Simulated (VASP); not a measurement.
# P2CO3 (P6/mmm) in VASP: further runs, part 2 of 2

VASP 6.6.1. Earlier steps stand in the parts before.

**4. Single point, PBE+D3(BJ), collinear spin, ferromagnetic start**

Contents of INCAR:

```
ALGO = Normal
EDIFF = 1E-6
ENCUT = 520
GGA = PE
ISIF = 2
ISMEAR = 0
ISPIN = 2
IVDW = 12
LASPH = True
LCHARG = False
LORBIT = 11
LREAL = False
LWAVE = False
MAGMOM = 0 0 1 1 1 1
NBANDS = 29
NELM = 150
PREC = Accurate
SIGMA = 0.1
```

Contents of KPOINTS:

```
k-points
0
Gamma
  6 6 6
```

Contents of POSCAR:

```
P2CO3
1.0
    5.1855564000      0.0000000000      0.0000000000
   -2.5927782000      4.4908235700      0.0000000000
    0.0000000000      0.0000000000      3.0945241900
P C O
2 1 3
Direct
    0.3333333300      0.6666666700      0.0000000000
    0.6666666700      0.3333333300      0.0000000000
    0.0000000000      0.0000000000      0.0000000000
    0.5000000000      0.0000000000      0.5000000000
    0.5000000000      0.5000000000      0.5000000000
    0.0000000000      0.5000000000      0.5000000000
```

Potentials or basis: VASP PAW PBE potentials, release 64 (P, C, O).

Started as:

```console
$ cat potpaw_PBE.64/P/POTCAR potpaw_PBE.64/C/POTCAR potpaw_PBE.64/O/POTCAR > POTCAR
$ mpirun -np 1 vasp_std > vasp.out
```

OUTCAR:

```text
EDIFF = 1E-6
   ENCUT = 520
   GGA = PE
   ISIF = 2
   ISMEAR = 0
   ISPIN = 2
   IVDW = 12
   LASPH = True
   LORBIT = 11
   LREAL = False
   NELM = 150
   PREC = Accurate
 IVDW          = 12

 ion  position               nearest neighbor table
   1  0.333  0.667  0.000-   4 2.15   4 2.15   6 2.15   6 2.15   5 2.15   5 2.15
   2  0.667  0.333  0.000-   4 2.15   4 2.15   6 2.15   6 2.15   5 2.15   5 2.15
   3  0.000  0.000  0.000-
   4  0.500  0.000  0.500-   1 2.15   2 2.15   1 2.15   2 2.15
   5  0.500  0.500  0.500-   1 2.15   2 2.15   1 2.15   2 2.15
   6  0.000  0.500  0.500-   1 2.15   2 2.15   1 2.15   2 2.15

  LATTYP: Found a hexagonal cell.
 ALAT       =     5.1855564000
 C/A-ratio  =     0.5967583710

  Lattice vectors:

 A1 = (   5.1855564000,   0.0000000000,   0.0000000000)
 A2 = (  -2.5927782000,   4.4908235700,   0.0000000000)
 A3 = (   0.0000000000,   0.0000000000,   3.0945241900)

Analysis of symmetry for initial positions (statically):
=====================================================================
 Subroutine PRICEL returns:
 Original cell was already a primitive cell.

 Routine SETGRP: Setting up the symmetry group for a
 hexagonal supercell.

 Subroutine GETGRP returns: Found 24 space group operations
 (whereof 24 operations were pure point group operations)
 out of a pool of 24 trial point group operations.

The static configuration has the point symmetry D_6h.

Analysis of symmetry for dynamics (positions and initial velocities):
=====================================================================
 Subroutine PRICEL returns:
 Original cell was already a primitive cell.

 Routine SETGRP: Setting up the symmetry group for a
 hexagonal supercell.

 Subroutine GETGRP returns: Found 24 space group operations
 (whereof 24 operations were pure point group operations)
 out of a pool of 24 trial point group operations.

The dynamic configuration has the point symmetry D_6h.

[... 179 lines left out ...]
  band No.  band energies     occupation
      1     -15.5585      1.00000
      2     -13.3632      1.00000
      3     -13.3632      1.00000
      4      -7.1365      1.00000
      5      -5.0704      1.00000
      6      -2.3205      1.00000
[... 733 lines left out ...]
     27      16.5032      0.00000
     28      16.9042      0.00000

 [... further k-points ...]

 spin component 2

 k-point     1 :       0.0000    0.0000    0.0000
  band No.  band energies     occupation
      1     -15.4536      1.00000
      2     -13.2388      1.00000
      3     -13.2388      1.00000
      4      -7.1178      1.00000
      5      -3.3237      1.00000
      6      -1.7085      1.00000
[... 733 lines left out ...]
     27      16.9754      0.00000
     28      17.2931      0.00000

 [... further k-points ...]

 [bands above 28 left out]

------------------------ aborting loop because EDIFF is reached ----------------------------------------

 Edisp (eV)   -1.19540

 E8    (eV) :    -0.3869

  FORCE on cell =-STRESS in cart. coord.  units (eV):
  Direction    XX          YY          ZZ          XY          YZ          ZX
  --------------------------------------------------------------------------------------
  -------------------------------------------------------------------------------------
  Total      -1.15472    -1.15472   -17.94593     0.00000     0.00000     0.00000
  in kB     -25.67263   -25.67263  -398.98940     0.00000     0.00000     0.00000
  external pressure =     -150.11 kB  Pullay stress =        0.00 kB

 VOLUME and BASIS-vectors are now :
 -----------------------------------------------------------------------------
  energy-cutoff  :      520.00
  volume of cell :       72.06
      direct lattice vectors                 reciprocal lattice vectors
     5.185556400  0.000000000  0.000000000     0.192843337  0.111338153  0.000000000
    -2.592778200  4.490823570  0.000000000     0.000000000  0.222676305  0.000000000
     0.000000000  0.000000000  3.094524190     0.000000000  0.000000000  0.323151457

 POSITION                                       TOTAL-FORCE (eV/Angst)
 -----------------------------------------------------------------------------------
     -0.00000      2.99388      0.00000        -0.000000     -0.000000      0.000000
      2.59278      1.49694      0.00000         0.000000      0.000000      0.000000
      0.00000      0.00000      0.00000         0.000000      0.000000      0.000000
      2.59278      0.00000      1.54726         0.000000      0.000000      0.000000
      1.29639      2.24541      1.54726         0.000000      0.000000      0.000000
     -1.29639      2.24541      1.54726         0.000000      0.000000      0.000000
 -----------------------------------------------------------------------------------
    total drift:                               -0.000000      0.000000     -0.000000

  FREE ENERGIE OF THE ION-ELECTRON SYSTEM (eV)
  ---------------------------------------------------
  free  energy   TOTEN  =       -29.6160621377 eV

  energy  without entropy=      -29.5962257323  energy(sigma->0) =      -29.60614394

 total charge

# of ion       s       p       d       tot
------------------------------------------
    1        1.246   0.843   0.000   2.088
    2        1.246   0.843   0.000   2.088
    3        1.051   0.948   0.000   1.999
    4        1.598   3.277   0.000   4.875
    5        1.598   3.277   0.000   4.875
    6        1.598   3.277   0.000   4.875
--------------------------------------------------
tot          8.337  12.463   0.000  20.800

 magnetization (x)

# of ion       s       p       d       tot
------------------------------------------
    1       -0.001   0.006   0.000   0.005
    2       -0.001   0.006   0.000   0.005
    3        0.032   0.825   0.000   0.857
    4        0.002   0.071   0.000   0.073
    5        0.002   0.071   0.000   0.073
    6        0.002   0.071   0.000   0.073
--------------------------------------------------
tot          0.036   1.050   0.000   1.086
```

OSZICAR:

```text
N       E                     dE             d eps       ncg     rms          rms(c)
DAV:   1     0.124920597012E+03    0.12492E+03   -0.16207E+04  3248   0.103E+03
DAV:   2    -0.230402077621E+02   -0.14796E+03   -0.13512E+03  4242   0.208E+02
DAV:   3    -0.316036455900E+02   -0.85634E+01   -0.83965E+01  3930   0.475E+01
DAV:   4    -0.316706077167E+02   -0.66962E-01   -0.66905E-01  3990   0.484E+00
DAV:   5    -0.316712654322E+02   -0.65772E-03   -0.65767E-03  3815   0.466E-01    0.165E+01
DAV:   6    -0.294426788793E+02    0.22286E+01   -0.16144E+01  3543   0.258E+01    0.101E+01
DAV:   7    -0.285363191475E+02    0.90636E+00   -0.42614E+00  4203   0.112E+01    0.573E+00
DAV:   8    -0.284402435138E+02    0.96076E-01   -0.39622E-01  3644   0.322E+00    0.334E+00
DAV:   9    -0.284425995688E+02   -0.23561E-02   -0.19798E-01  3758   0.203E+00    0.141E+00
DAV:  10    -0.284183863309E+02    0.24213E-01   -0.57303E-02  3989   0.101E+00    0.553E-01
DAV:  11    -0.284206142758E+02   -0.22279E-02   -0.98127E-03  3724   0.448E-01    0.323E-01
DAV:  12    -0.284206390250E+02   -0.24749E-04   -0.27768E-03  4030   0.235E-01    0.113E-01
DAV:  13    -0.284206506584E+02   -0.11633E-04   -0.31524E-04  3623   0.762E-02    0.360E-02
DAV:  14    -0.284206626211E+02   -0.11963E-04   -0.43024E-05  3668   0.315E-02    0.159E-02
DAV:  15    -0.284206652618E+02   -0.26407E-05   -0.50579E-06  3663   0.118E-02    0.561E-03
DAV:  16    -0.284206659489E+02   -0.68714E-06   -0.69518E-07  2797   0.491E-03
   1 F= -.29616062E+02 E0= -.29606144E+02  d E =-.198364E-01  mag=     1.9900
```

stdout:

```text
POSCAR found type information on POSCAR P C O
 POSCAR found :  3 types and       6 ions
 scaLAPACK will be used
 LDA part: xc-table for (Slater+PW92), standard interpolation
 POSCAR, INCAR and KPOINTS ok, starting setup
 FFT: planning ... GRIDC
 FFT: planning ... GRID_SOFT
 FFT: planning ... GRID
 WAVECAR not read
 entering main loop
```

Wall time 49 s (1 thread of Intel Xeon 6975P-C (Granite Rapids), shared host); peak memory 0.27 GiB.

Results:

- Free energy: -29.6161 eV
- Pressure: -15.0 GPa
- Band gap on the k mesh: zero (filled and empty bands overlap)
- Net moment: 1.99 μB per cell
- Site moments: P +0.01; C +0.86; O +0.07 μB
- Valence electrons inside the program's atomic spheres: P 2.09; C 2.00; O 4.88
- Dispersion energy per atom: -0.199 eV

Levels at points of the mesh, in eV from the Fermi level:
Spin up:
| k point | band 13 | band 14 | band 15 | band 16 | band 17 | band 18 | band 19 | band 20 | band 21 | band 22 |
| --- | --- | --- | --- | --- | --- | --- | --- | --- | --- | --- |
| (0.00, 0.00, 0.00) | -1.96 | -0.99 | -0.10 | -0.10 | 0.22 | 0.31 | 0.31 | 1.32 | 2.16 | 5.14 |
| (0.50, 0.00, 0.00) | -3.13 | -1.46 | -1.35 | -0.23 | -0.16 | 1.24 | 1.61 | 2.88 | 3.90 | 3.93 |
| (0.00, 0.00, 0.50) | -1.84 | -1.37 | -1.30 | -1.30 | -0.81 | 1.72 | 2.13 | 2.84 | 2.84 | 4.64 |
| (0.50, 0.00, 0.50) | -2.30 | -1.42 | -1.06 | -0.63 | -0.38 | 0.00 | 1.62 | 3.29 | 4.01 | 4.66 |
Spin down:
```tsv
k point	band 12	band 13	band 14	band 15	band 16	band 17	band 18	band 19
(0.00, 0.00, 0.00)	-1.71	-1.71	-0.76	0.00	0.00	0.28	2.01	2.01
(0.50, 0.00, 0.00)	-3.07	-3.03	-1.36	-1.16	0.48	1.72	3.00	3.04
(0.00, 0.00, 0.50)	-1.18	-1.18	-0.68	-0.68	-0.57	0.49	1.82	2.18
(0.50, 0.00, 0.50)	-2.73	-2.09	-1.33	-0.87	1.13	1.29	1.71	2.14
```

Caveat: the cell stands under tension.

**5. Relaxation of cell and atoms, PBE+D3(BJ), collinear spin, ferromagnetic start**

Contents of INCAR:

```
PREC = Accurate
ENCUT = 600
EDIFF = 1E-6
ISMEAR = 0
SIGMA = 0.1
LREAL = False
LASPH = True
NELM = 150
ALGO = Normal
ISIF = 3
LWAVE = False
LCHARG = False
ISPIN = 2
MAGMOM = 0 0 1 1 1 1
LORBIT = 11
GGA = PE
IVDW = 12
IBRION = 2
NSW = 90
EDIFFG = -0.04
```

Contents of KPOINTS:

```
regular mesh
0
Gamma
  6 6 6
```

POSCAR is that of step 4.

Started as:

```console
$ cat potpaw_PBE.64/P/POTCAR potpaw_PBE.64/C/POTCAR potpaw_PBE.64/O/POTCAR > POTCAR
$ mpirun -np 1 vasp_std > vasp.out
```

Run time: 4.3 min. Hardware: 1 thread of Intel Xeon 6975P-C (Granite Rapids), shared host; peak memory 0.31 GiB.

It converged, with:

```
Free energy                                           : -30.7160 eV
Relaxed volume                                        : 10.82 Å³/atom
Relaxed cell                                          : a = 5.223 Å, b = 5.223 Å, c = 2.748 Å, α = 90.00°, β = 90.00°, γ = 120.00°
Space group after relaxing (to 0.1 Å)                 : P6/mmm (No. 191)
Energy gained by relaxing                             : 182.4 meV/atom
Ionic steps                                           : 7
Pressure after relaxing                               : 0.2 GPa
Band gap on the k mesh                                : zero (filled and empty bands overlap)
Net moment                                            : 2.01 μB per cell
Site moments                                          : P -0.01; C +0.92; O +0.05 μB
Valence electrons inside the program's atomic spheres : P 2.14; C 2.02; O 4.95
Dispersion energy per atom                            : -0.222 eV
```

Stress tensor (GPa, compression positive):
```
0.09 0.00 0.00
0.00 0.09 0.00
0.00 0.00 0.39
```

Step by step:
| step | energy change (eV) | largest force (eV/Å) | pressure (GPa) | volume (Å³) |
| --- | --- | --- | --- | --- |
| 1 | 0.0000 | 0.0000 | -15.13 | 72.06 |
| 2 | -0.9068 | 0.0000 | 11.20 | 60.44 |
| 3 | -1.0792 | 0.0000 | 2.11 | 63.33 |
| 4 | -1.0797 | 0.0000 | 1.55 | 63.53 |
| 5 | -1.0913 | 0.0000 | 0.47 | 64.40 |
| 6 | -1.0941 | 0.0000 | -0.35 | 65.12 |
| 7 | -1.0944 | 0.0000 | 0.19 | 64.94 |

Final structure:
```
P C O
1.0
     5.22325    0.00000    0.00000
    -2.61162    4.52346    0.00000
     0.00000    0.00000    2.74843
P C O
2 1 3
Cartesian
  0.0000 3.0156 2.7484
  2.6116 1.5078 0.0000
  0.0000 0.0000 0.0000
  2.6116 0.0000 1.3742
  1.3058 2.2617 1.3742
  -1.3058 2.2617 1.3742
```

Levels at points of the mesh, in eV from the Fermi level:
Spin up:
```tsv
k point	band 14	band 15	band 16	band 17	band 18	band 19	band 20	band 21
(0.00, 0.00, 0.00)	-2.17	0.22	0.22	0.88	0.88	1.70	2.36	3.44
(0.50, 0.00, 0.00)	-2.73	-0.65	-0.61	-0.12	2.31	2.46	4.22	4.45
(0.00, 0.00, 0.50)	-2.10	-1.78	-1.74	-1.74	1.06	2.29	2.59	2.59
(0.50, 0.00, 0.50)	-2.15	-1.85	-1.19	-0.55	0.12	1.35	3.76	4.02
```
Spin down:
| k point | band 11 | band 12 | band 13 | band 14 | band 15 | band 16 | band 17 | band 18 | band 19 | band 20 |
| --- | --- | --- | --- | --- | --- | --- | --- | --- | --- | --- |
| (0.00, 0.00, 0.00) | -3.51 | -3.41 | -3.41 | -1.99 | 0.95 | 0.95 | 1.72 | 2.27 | 2.27 | 3.43 |
| (0.50, 0.00, 0.00) | -3.90 | -3.52 | -2.84 | -2.56 | -0.59 | 1.27 | 1.43 | 3.34 | 4.31 | 4.51 |
| (0.00, 0.00, 0.50) | -5.08 | -2.51 | -2.51 | -1.59 | -0.61 | -0.61 | -0.20 | 1.08 | 2.34 | 4.05 |
| (0.50, 0.00, 0.50) | -4.01 | -3.96 | -3.07 | -1.99 | -1.83 | 0.51 | 1.40 | 1.43 | 2.58 | 3.98 |

**6. Summary**

```tsv
task	spin	cell	cutoff (eV)	gap on the mesh (eV)	pressure (GPa)	moment (μB)
single point	off	a = 5.186, b = 5.186, c = 3.095 Å, angles 90.0, 90.0, 120.0°, 6 atoms	520	none	-16.8	-
single point	collinear, ferromagnetic start	a = 5.233, b = 5.233, c = 2.752 Å, angles 90.0, 90.0, 120.0°, 6 atoms	520	none	-0.2	2.02
single point	collinear, ferromagnetic start	a = 5.186, b = 5.186, c = 3.095 Å, angles 90.0, 90.0, 120.0°, 6 atoms	520	none	-15.0	1.99
relaxation of cell and atoms	collinear, ferromagnetic start	relaxed from a = 5.186, b = 5.186, c = 3.095 Å, angles 90.0, 90.0, 120.0°, 6 atoms	600	none	0.2	2.01
```

Alike in all rows: level PBE+D3(BJ); potentials or basis VASP PAW PBE potentials, release 64 (P, C, O); k mesh 6 × 6 × 6; smearing gaussian 0.1 eV.

Caveats: some runs use coarse meshes; the cell stands under tension (at least some runs).

Total energies depend on the potentials used, so only differences within one code and one set of settings carry meaning.
